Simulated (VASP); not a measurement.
## C: single point with PBE

The system is C.

```xyz
2
Lattice="0.0000 1.8750 1.8304 1.8750 0.0000 1.8304 1.8750 1.8750 0.0000" Properties=species:S:1:pos:R:3 pbc="T T T"
C     1.8750    1.8750    1.8304
C     2.8125    2.8125    2.7456
```

This cell differs from its parent crystal: strain +0.050 along x and y, +0.025 along z.

* Program: VASP 6.6.1
* Task: single point
* Functional: PBE
* Potentials or basis: VASP PAW PBE potentials, release 64 (C)
* Cutoff: 520 eV
* k mesh: 12 × 12 × 12
* Occupations: gaussian, width 0.05 eV
* Spin: no spin polarisation

The pressure is -41.8 GPa and the band gap on the k mesh is 3.32 eV, indirect (least direct gap 4.85 eV).

Stress tensor (GPa, compression positive):
```
-48.09   0.00   0.00
  0.00 -48.09   0.00
  0.00   0.00 -29.12
```

Levels at points of the mesh, in eV from the valence-band top:
| k point | band 2 | band 3 | band 4 | band 5 | band 6 | band 7 |
| --- | --- | --- | --- | --- | --- | --- |
| (0.00, 0.00, 0.00) | -0.32 | -0.32 | 0.00 | 4.85 | 5.13 | 5.13 |
| (0.50, 0.00, 0.00) | -12.27 | -2.89 | -2.52 | 6.83 | 7.63 | 7.93 |
| (0.50, 0.50, 0.00) | -11.92 | -5.99 | -5.99 | 3.94 | 3.94 | 14.83 |
| (0.50, 0.00, 0.50) | -12.24 | -5.68 | -5.68 | 4.45 | 4.45 | 14.69 |

It took 7 s on 1 thread of Intel(R) Xeon(R) 6975P-C (Granite Rapids) (shared host), peak memory 0.13 GiB.

Caveat: the cell differs from its parent crystal (strain +0.050 along x and y, +0.025 along z). A k mesh can miss the band edges.
